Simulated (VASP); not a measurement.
# TiNi (P4/mmm) in VASP: further runs

Runs on TiNi. Level: PBEsol. Tasks: single point.

Everything below comes from runs of VASP 6.6.1. Logs are shortened: lines on timing, memory, paths and dates and some standing lists are left out, and cuts for length are marked.

## (1) The cell of the first run

It takes space group P4/mmm (No. 123, tetragonal). Conventional cell: a = 2.754 Å, b = 2.754 Å, c = 3.605 Å, α = 90.00°, β = 90.00°, γ = 90.00°. Ni (site symmetry 4/mmm) has 8 Ti at 2.65 Å and 6 Ni at 2.75 to 3.61 Å within 3.7 Å. Ti (site symmetry 4/mmm) has 8 Ni at 2.65 Å and 6 Ti at 2.75 to 3.61 Å within 3.7 Å.

## (2) Single point, PBEsol, collinear spin, ferromagnetic start

File INCAR:

```
PREC = Accurate
ENCUT = 520
EDIFF = 1E-7
ISMEAR = -1
SIGMA = 0.05
LREAL = F
LASPH = T
NELM = 150
ALGO = Normal
ISIF = 2
LWAVE = F
LCHARG = F
ISPIN = 2
MAGMOM = 1 1
LORBIT = 11
LMAXMIX = 4
GGA = PS
NBANDS = 22
```

File KPOINTS:

```
regular mesh
0
Gamma
  10 10 8
```

File POSCAR:

```
TiNi
1.0
    2.7539214287      0.0000000000      0.0000000000
    0.0000000000      2.7539214287      0.0000000000
    0.0000000000      0.0000000000      3.6051286382
Ni Ti
1 1
Direct
    0.0000000000      0.0000000000      0.0000000000
    0.5000000000      0.5000000000      0.5000000000
```

Potentials or basis: VASP PAW PBE potentials, release 64 (Ni, Ti_sv).

Started as:

```sh
$ cat potpaw_PBE.64/Ni/POTCAR potpaw_PBE.64/Ti_sv/POTCAR > POTCAR
$ mpirun -np 1 vasp_std > vasp.out
```

OUTCAR:

```text
PREC = Accurate
   ENCUT = 520
   EDIFF = 1E-7
   ISMEAR = -1
   LREAL = F
   LASPH = T
   NELM = 150
   ISIF = 2
   ISPIN = 2
   LORBIT = 11
   GGA = PS

 ion  position               nearest neighbor table
   1  0.000  0.000  0.000-   2 2.65   2 2.65   2 2.65   2 2.65   2 2.65   2 2.65   2 2.65   2 2.65

   2  0.500  0.500  0.500-   1 2.65   1 2.65   1 2.65   1 2.65   1 2.65   1 2.65   1 2.65   1 2.65

  LATTYP: Found a simple tetragonal cell.
 ALAT       =     2.7539214287
 C/A-ratio  =     1.3090891413

  Lattice vectors:

 A1 = (   2.7539214287,   0.0000000000,   0.0000000000)
 A2 = (   0.0000000000,   2.7539214287,   0.0000000000)
 A3 = (   0.0000000000,   0.0000000000,   3.6051286382)

Analysis of symmetry for initial positions (statically):
=====================================================================
 Subroutine PRICEL returns:
 Original cell was already a primitive cell.

 Routine SETGRP: Setting up the symmetry group for a
 simple tetragonal supercell.

 Subroutine GETGRP returns: Found 16 space group operations
 (whereof 16 operations were pure point group operations)
 out of a pool of 16 trial point group operations.

The static configuration has the point symmetry D_4h.

Analysis of symmetry for dynamics (positions and initial velocities):
=====================================================================
 Subroutine PRICEL returns:
 Original cell was already a primitive cell.

 Routine SETGRP: Setting up the symmetry group for a
 simple tetragonal supercell.

 Subroutine GETGRP returns: Found 16 space group operations
 (whereof 16 operations were pure point group operations)
 out of a pool of 16 trial point group operations.

The dynamic configuration has the point symmetry D_4h.

Analysis of structural, dynamic, and magnetic symmetry:
=====================================================================
 Subroutine PRICEL returns:
 Original cell was already a primitive cell.

 Routine SETGRP: Setting up the symmetry group for a
 simple tetragonal supercell.

 Subroutine GETGRP returns: Found 16 space group operations
 (whereof 16 operations were pure point group operations)
 out of a pool of 16 trial point group operations.

The overall configuration has the point symmetry D_4h.

 Subroutine INISYM returns: Found 16 space group operations
 (whereof 16 operations are pure point group operations),
 and found     1 'primitive' translations

----------------------------------------------------------------------------------------

                                     Primitive cell

  volume of cell :      27.3416

  direct lattice vectors                    reciprocal lattice vectors
     2.753921429  0.000000000  0.000000000     0.363118566  0.000000000  0.000000000
     0.000000000  2.753921429  0.000000000     0.000000000  0.363118566  0.000000000
     0.000000000  0.000000000  3.605128638     0.000000000  0.000000000  0.277382612

  length of vectors
     2.753921429  2.753921429  3.605128638     0.363118566  0.363118566  0.277382612

  position of ions in fractional coordinates (direct lattice)
     0.000000000  0.000000000  0.000000000
     0.500000000  0.500000000  0.500000000

  ion indices of the primitive-cell ions
   primitive index   ion index
                 1           1
                 2           2

----------------------------------------------------------------------------------------

 KPOINTS: regular mesh

Automatic generation of k-mesh.
 Grid dimensions read from file:
 generate k-points for:   10   10    8

 Generating k-lattice:

  Cartesian coordinates                     Fractional coordinates (reciprocal lattice)
     0.036311857  0.000000000  0.000000000     0.100000000  0.000000000  0.000000000
     0.000000000  0.036311857  0.000000000     0.000000000  0.100000000  0.000000000
     0.000000000  0.000000000  0.034672827     0.000000000  0.000000000  0.125000000

  Length of vectors
     0.036311857  0.036311857  0.034672827

  Shift w.r.t. Gamma in fractional coordinates (k-lattice)
     0.000000000  0.000000000  0.000000000

 Subroutine IBZKPT returns following result:
 ===========================================

 Found    105 irreducible k-points:

 Following reciprocal coordinates:
            Coordinates               Weight
  0.000000  0.000000  0.000000      1.000000
  0.100000  0.000000  0.000000      4.000000
  0.200000  0.000000  0.000000      4.000000
  0.300000  0.000000  0.000000      4.000000
  0.400000  0.000000  0.000000      4.000000
  0.500000  0.000000  0.000000      2.000000
[... 16 lines left out ...]
  0.100000  0.000000  0.125000      8.000000
  0.200000  0.000000  0.125000      8.000000
 [... further k-points ...]
   k-points           NKPTS =    105   k-points in BZ     NKDIM =    105   number of bands    NBANDS=     22
   number of dos      NEDOS =    301   number of ions     NIONS =      2
   total plane-waves  NPLWV =  11200
   dimension x,y,z NGX =    20 NGY =   20 NGZ =   28
[... 85 lines left out ...]
      2     -24.0687      1.00000
      3     -23.8109      1.00000
      4     -23.7470      1.00000
      5       1.6502      1.00000
      6       5.2832      1.00000
[... 14 lines left out ...]
     21      27.7978      0.00000
     22      30.3549      0.00000

 k-point     3 :       0.2000    0.0000    0.0000
  band No.  band energies     occupation
      1     -47.7075      1.00000
      2     -24.0524      1.00000
      3     -23.9633      1.00000
      4     -23.7339      1.00000
      5       2.3077      1.00000
      6       5.5954      1.00000
[... 14 lines left out ...]
     21      27.2039      0.00000
     22      28.5795      0.00000
[... 476 lines left out ...]
 k-point    23 :       0.1000    0.0000    0.1250
  band No.  band energies     occupation
      1     -47.7265      1.00000
      2     -24.0769      1.00000
      3     -23.8106      1.00000
      4     -23.7468      1.00000
      5       1.8539      1.00000
      6       5.3335      1.00000
[... 14 lines left out ...]
     21      28.1234      0.00000
     22      29.5691      0.00000

 k-point    24 :       0.2000    0.0000    0.1250
  band No.  band energies     occupation
      1     -47.7070      1.00000
      2     -24.0599      1.00000
      3     -23.9625      1.00000
      4     -23.7337      1.00000
      5       2.4923      1.00000
      6       5.6446      1.00000
[... 14 lines left out ...]
     21      27.5473      0.00000
     22      28.7085      0.00000

 [... further k-points ...]

 spin component 2

 k-point     1 :       0.0000    0.0000    0.0000
  band No.  band energies     occupation
      1     -47.7341      1.00000
      2     -24.0747      1.00000
      3     -23.7516      1.00000
      4     -23.7516      1.00000
      5       1.4221      1.00000
      6       5.1645      1.00000
[... 14 lines left out ...]
     21      27.8101      0.00000
     22      29.2159      0.00000

 k-point     2 :       0.1000    0.0000    0.0000
  band No.  band energies     occupation
      1     -47.7267      1.00000
      2     -24.0685      1.00000
      3     -23.8105      1.00000
      4     -23.7466      1.00000
      5       1.6503      1.00000
      6       5.2834      1.00000
[... 14 lines left out ...]
     21      27.7980      0.00000
     22      30.3551      0.00000

 k-point     3 :       0.2000    0.0000    0.0000
  band No.  band energies     occupation
      1     -47.7072      1.00000
      2     -24.0521      1.00000
      3     -23.9629      1.00000
      4     -23.7336      1.00000
      5       2.3078      1.00000
      6       5.5956      1.00000
[... 14 lines left out ...]
     21      27.2041      0.00000
     22      28.5797      0.00000
[... 476 lines left out ...]
 k-point    23 :       0.1000    0.0000    0.1250
  band No.  band energies     occupation
      1     -47.7262      1.00000
      2     -24.0766      1.00000
      3     -23.8102      1.00000
      4     -23.7465      1.00000
      5       1.8540      1.00000
      6       5.3336      1.00000
[... 14 lines left out ...]
     21      28.1236      0.00000
     22      29.5692      0.00000

 k-point    24 :       0.2000    0.0000    0.1250
  band No.  band energies     occupation
      1     -47.7067      1.00000
      2     -24.0597      1.00000
      3     -23.9622      1.00000
      4     -23.7333      1.00000
      5       2.4924      1.00000
      6       5.6447      1.00000
[... 14 lines left out ...]
     21      27.5475      0.00000
     22      28.7086      0.00000

 [... further k-points ...]

------------------------ aborting loop because EDIFF is reached ----------------------------------------

  FORCE on cell =-STRESS in cart. coord.  units (eV):
  Direction    XX          YY          ZZ          XY          YZ          ZX
  --------------------------------------------------------------------------------------
  -------------------------------------------------------------------------------------
  Total       -1.3594398     -1.3594398     -1.8871696      0.0000000      0.0000000      0.0000000
  in kB      -79.6611740    -79.6611740   -110.5853667      0.0000000      0.0000000      0.0000000
  external PRESSURE =     -89.9692383 kB  Pullay stress =       0.0000000 kB

 VOLUME and BASIS-vectors are now :
 -----------------------------------------------------------------------------
  energy-cutoff  :      520.00
  volume of cell :       27.34
      direct lattice vectors                 reciprocal lattice vectors
     2.753921429  0.000000000  0.000000000     0.363118566  0.000000000  0.000000000
     0.000000000  2.753921429  0.000000000     0.000000000  0.363118566  0.000000000
     0.000000000  0.000000000  3.605128638     0.000000000  0.000000000  0.277382612

 POSITION                                       TOTAL-FORCE (eV/Angst)
 -----------------------------------------------------------------------------------
      0.00000      0.00000      0.00000         0.000000      0.000000      0.000000
      1.37696      1.37696      1.80256         0.000000      0.000000      0.000000
 -----------------------------------------------------------------------------------
    total drift:                               -0.000000      0.000000      0.000000

  FREE ENERGIE OF THE ION-ELECTRON SYSTEM (eV)
  ---------------------------------------------------
  free  energy   TOTEN  =       -15.1333907911 eV

  energy  without entropy=      -15.1120547077  energy(sigma->0) =      -15.12272275

 total charge

# of ion       s       p       d       tot
------------------------------------------
    1        0.540   0.469   8.297   9.307
    2        2.244   6.142   1.894  10.280
--------------------------------------------------
tot          2.784   6.611  10.190  19.586

 magnetization (x)

# of ion       s       p       d       tot
------------------------------------------
    1        0.000  -0.000   0.000   0.000
    2        0.000   0.000   0.000   0.000
--------------------------------------------------
tot          0.000   0.000   0.000   0.000
```

Wall time 2.5 min (1 thread of Intel Xeon 8259CL, shared host); peak memory 0.21 GiB.

Results:

```yaml
Free_energy: -15.1334 eV
Pressure: -9.0 GPa
Band_gap_on_the_k_mesh: zero (filled and empty bands overlap)
Net_moment: 0.00 μB per cell
Valence_electrons_inside_the_program's_atomic_spheres: Ni 9.31; Ti 10.28
```

Levels at points of the mesh, in eV from the Fermi level:
Spin up:
```tsv
k point	band 8	band 9	band 10	band 11	band 12	band 13	band 14	band 15
(0.00, 0.00, 0.00)	-1.77	-1.77	-1.14	-0.26	0.65	2.87	2.87	3.30
(0.50, 0.00, 0.00)	-2.34	-1.61	-1.41	-0.70	-0.35	0.40	1.55	2.60
(0.50, 0.50, 0.00)	-3.15	-0.69	0.11	2.11	2.11	2.17	2.17	2.35
(0.00, 0.00, 0.50)	-1.56	-1.54	-1.54	-1.08	-1.00	1.76	1.91	1.91
(0.50, 0.00, 0.50)	-1.84	-1.80	-0.24	0.05	0.20	0.60	2.26	2.89
(0.50, 0.50, 0.50)	-2.43	-1.38	-1.38	-1.38	-0.69	2.69	4.23	6.96
```
Spin down:
| k point | band 8 | band 9 | band 10 | band 11 | band 12 | band 13 | band 14 | band 15 |
| --- | --- | --- | --- | --- | --- | --- | --- | --- |
| (0.00, 0.00, 0.00) | -1.77 | -1.77 | -1.14 | -0.26 | 0.65 | 2.87 | 2.87 | 3.30 |
| (0.50, 0.00, 0.00) | -2.34 | -1.61 | -1.41 | -0.70 | -0.35 | 0.40 | 1.55 | 2.60 |
| (0.50, 0.50, 0.00) | -3.15 | -0.69 | 0.11 | 2.11 | 2.11 | 2.17 | 2.17 | 2.35 |
| (0.00, 0.00, 0.50) | -1.56 | -1.54 | -1.54 | -1.08 | -1.00 | 1.76 | 1.91 | 1.91 |
| (0.50, 0.00, 0.50) | -1.84 | -1.80 | -0.24 | 0.05 | 0.20 | 0.60 | 2.26 | 2.89 |
| (0.50, 0.50, 0.50) | -2.43 | -1.38 | -1.38 | -1.38 | -0.69 | 2.69 | 4.23 | 6.96 |

Caveat: the cell stands under tension; the PAW data sets were made with another functional, which shifts forces and pressure a little.

## (3) Single point, PBEsol, collinear spin, ferromagnetic start (12.60 Å³/atom)

This run uses another cell than the first one, of 12.60 Å³/atom.

File INCAR:

```
SYSTEM = TiNi
PREC = Accurate
ENCUT = 520
EDIFF = 1E-6
ISMEAR = -1
SIGMA = 0.05
LREAL = .FALSE.
LASPH = .TRUE.
NELM = 150
ALGO = Fast
ISIF = 2
LWAVE = .FALSE.
LCHARG = .FALSE.
ISPIN = 2
MAGMOM = 1 1
LORBIT = 11
LMAXMIX = 4
GGA = PS
NBANDS = 22
```

File KPOINTS:

```
regular mesh
0
G
  10 10 8
  0 0 0
```

File POSCAR:

```
TiNi
1.0
    2.6799546150      0.0000000000      0.0000000000
    0.0000000000      2.6799546150      0.0000000000
    0.0000000000      0.0000000000      3.5082994856
Ni Ti
1 1
Direct
    0.0000000000      0.0000000000      0.0000000000
    0.5000000000      0.5000000000      0.5000000000
```

Potentials or basis: VASP PAW PBE potentials, release 64 (Ni, Ti_sv).

Started as:

```sh
$ cat potpaw_PBE.64/Ni/POTCAR potpaw_PBE.64/Ti_sv/POTCAR > POTCAR
$ mpirun -np 1 vasp_std > vasp.out
```

It took 4.3 min on 1 thread of Intel Xeon Platinum 8175M at 2.50GHz (Skylake/Cascade Lake), shared host; peak memory 0.21 GiB.

It converged, with:

* Free energy: -15.1729 eV
* Pressure: 4.0 GPa
* Band gap on the k mesh: zero (filled and empty bands overlap)
* Net moment: 0.00 μB per cell
* Valence electrons inside the program's atomic spheres: Ni 9.43; Ti 10.40

Stress tensor (GPa, compression positive):
```
4.46 0.00 0.00
0.00 4.46 0.00
0.00 0.00 3.14
```

Levels at points of the mesh, in eV from the Fermi level:
Spin up:
| k point | band 8 | band 9 | band 10 | band 11 | band 12 | band 13 | band 14 | band 15 |
| --- | --- | --- | --- | --- | --- | --- | --- | --- |
| (0.00, 0.00, 0.00) | -1.96 | -1.96 | -1.26 | -0.31 | 0.73 | 3.19 | 3.19 | 3.66 |
| (0.50, 0.00, 0.00) | -2.57 | -1.79 | -1.56 | -0.81 | -0.44 | 0.54 | 1.67 | 2.87 |
| (0.50, 0.50, 0.00) | -3.51 | -0.75 | 0.14 | 2.34 | 2.34 | 2.37 | 2.37 | 2.60 |
| (0.00, 0.00, 0.50) | -1.70 | -1.70 | -1.70 | -1.19 | -1.15 | 1.94 | 2.09 | 2.09 |
| (0.50, 0.00, 0.50) | -2.04 | -2.00 | -0.23 | 0.06 | 0.22 | 0.79 | 2.49 | 3.21 |
| (0.50, 0.50, 0.50) | -2.67 | -1.57 | -1.57 | -1.53 | -0.74 | 2.98 | 4.70 | 7.59 |
Spin down:
| k point | band 8 | band 9 | band 10 | band 11 | band 12 | band 13 | band 14 | band 15 |
| --- | --- | --- | --- | --- | --- | --- | --- | --- |
| (0.00, 0.00, 0.00) | -1.96 | -1.96 | -1.26 | -0.31 | 0.73 | 3.19 | 3.19 | 3.66 |
| (0.50, 0.00, 0.00) | -2.57 | -1.79 | -1.56 | -0.81 | -0.44 | 0.54 | 1.67 | 2.87 |
| (0.50, 0.50, 0.00) | -3.51 | -0.75 | 0.14 | 2.34 | 2.34 | 2.38 | 2.38 | 2.60 |
| (0.00, 0.00, 0.50) | -1.70 | -1.70 | -1.70 | -1.19 | -1.15 | 1.94 | 2.09 | 2.09 |
| (0.50, 0.00, 0.50) | -2.04 | -2.00 | -0.23 | 0.06 | 0.22 | 0.79 | 2.50 | 3.21 |
| (0.50, 0.50, 0.50) | -2.67 | -1.57 | -1.57 | -1.53 | -0.74 | 2.98 | 4.70 | 7.59 |

Caveat: the cell stands under pressure; the PAW data sets were made with another functional, which shifts forces and pressure a little.

## (4) Single point, PBEsol, collinear spin, ferromagnetic start (12.87 Å³/atom)

This run uses another cell than the first one, of 12.87 Å³/atom.

File INCAR:

```
ALGO     = Normal         # electronic algorithm
EDIFF    = 1E-7           # SCF threshold, eV
ENCUT    = 520            # plane-wave cutoff, eV
GGA      = PS             # functional
ISIF     = 2              # what is computed and relaxed
ISMEAR   = -1             # smearing method
ISPIN    = 2              # spin polarisation
LASPH    = True           # aspherical terms in the spheres
LCHARG   = False          # write CHGCAR
LMAXMIX  = 4              # l up to which the mixer works
LORBIT   = 11             # projections on sites
LREAL    = False          # projectors in reciprocal space
LWAVE    = False          # write WAVECAR
MAGMOM   = 1 1            # initial moments
NBANDS   = 22             # bands
NELM     = 150            # most SCF steps
PREC     = Accurate       # precision mode
SIGMA    = 0.05           # smearing width, eV
```

File KPOINTS:

```
k-points
0
Gamma
  10 10 8
```

File POSCAR:

```
TiNi
1.0
    2.6988281566      0.0000000000      0.0000000000
    0.0000000000      2.6988281566      0.0000000000
    0.0000000000      0.0000000000      3.5330066341
Ni Ti
1 1
Direct
    0.0000000000      0.0000000000      0.0000000000
    0.5000000000      0.5000000000      0.5000000000
```

Started as:

```sh
$ cat potpaw_PBE.64/Ni/POTCAR potpaw_PBE.64/Ti_sv/POTCAR > POTCAR
$ mpirun -np 1 vasp_std > vasp.out
```

Run time: 3 min. Hardware: 1 thread of Intel Xeon Platinum 8175M at 2.50GHz (Skylake/Cascade Lake), shared host; peak memory 0.21 GiB.

It converged, with:

```yaml
Free_energy: -15.1798 eV
Pressure: 0.2 GPa
Band_gap_on_the_k_mesh: zero (filled and empty bands overlap)
Net_moment: 0.00 μB per cell
Valence_electrons_inside_the_program's_atomic_spheres: Ni 9.40; Ti 10.37
```

Stress tensor (GPa, compression positive):
```
 0.79  0.00  0.00
 0.00  0.79  0.00
 0.00  0.00 -1.06
```

Levels at points of the mesh, in eV from the Fermi level:
Spin up:
| k point | band 8 | band 9 | band 10 | band 11 | band 12 | band 13 | band 14 | band 15 |
| --- | --- | --- | --- | --- | --- | --- | --- | --- |
| (0.00, 0.00, 0.00) | -1.91 | -1.91 | -1.23 | -0.30 | 0.71 | 3.10 | 3.10 | 3.56 |
| (0.50, 0.00, 0.00) | -2.51 | -1.74 | -1.52 | -0.78 | -0.41 | 0.50 | 1.64 | 2.80 |
| (0.50, 0.50, 0.00) | -3.42 | -0.73 | 0.13 | 2.28 | 2.28 | 2.32 | 2.32 | 2.53 |
| (0.00, 0.00, 0.50) | -1.66 | -1.66 | -1.66 | -1.16 | -1.11 | 1.89 | 2.04 | 2.04 |
| (0.50, 0.00, 0.50) | -1.99 | -1.94 | -0.23 | 0.05 | 0.21 | 0.74 | 2.43 | 3.13 |
| (0.50, 0.50, 0.50) | -2.61 | -1.52 | -1.52 | -1.49 | -0.73 | 2.90 | 4.58 | 7.42 |
Spin down:
```
           k point  band 7  band 8  band 9  band 10  band 11  band 12  band 13  band 14  band 15  band 16
(0.00, 0.00, 0.00)   -3.55   -1.91   -1.91    -1.23    -0.29     0.71     3.10     3.10     3.56     4.05
(0.50, 0.00, 0.00)   -2.60   -2.51   -1.74    -1.52    -0.78    -0.41     0.50     1.64     2.80     5.51
(0.50, 0.50, 0.00)   -3.41   -3.41   -0.73     0.13     2.28     2.28     2.32     2.32     2.53     4.57
(0.00, 0.00, 0.50)   -2.94   -1.66   -1.66    -1.66    -1.16    -1.11     1.89     2.04     2.04     3.46
(0.50, 0.00, 0.50)   -2.06   -1.99   -1.94    -0.23     0.05     0.21     0.74     2.43     3.13     3.28
(0.50, 0.50, 0.50)   -2.61   -2.61   -1.52    -1.52    -1.49    -0.73     2.90     4.58     7.42     8.80
```

Caveat: the PAW data sets were made with another functional, which shifts forces and pressure a little.

## (5) Summary

```tsv
cell	gap on the mesh (eV)	pressure (GPa)	moment (μB)
a = 2.754, b = 2.754, c = 3.605 Å, 2 atoms	none	-9.0	0.00
a = 2.680, b = 2.680, c = 3.508 Å, 2 atoms	none	4.0	0.00
a = 2.699, b = 2.699, c = 3.533 Å, 2 atoms	none	0.2	0.00
```

Alike in all rows: task single point; level PBEsol; potentials or basis VASP PAW PBE potentials, release 64 (Ni, Ti_sv); spin collinear, ferromagnetic start; k mesh 10 × 10 × 8; cutoff (eV) 520; smearing fermi-dirac 0.05 eV.

Caveats: the PAW data sets were made with another functional, which shifts forces and pressure a little; the cell stands under tension (at least some runs); the cell stands under pressure (at least some runs).

Absolute energies hang on the potentials; compare differences alone.
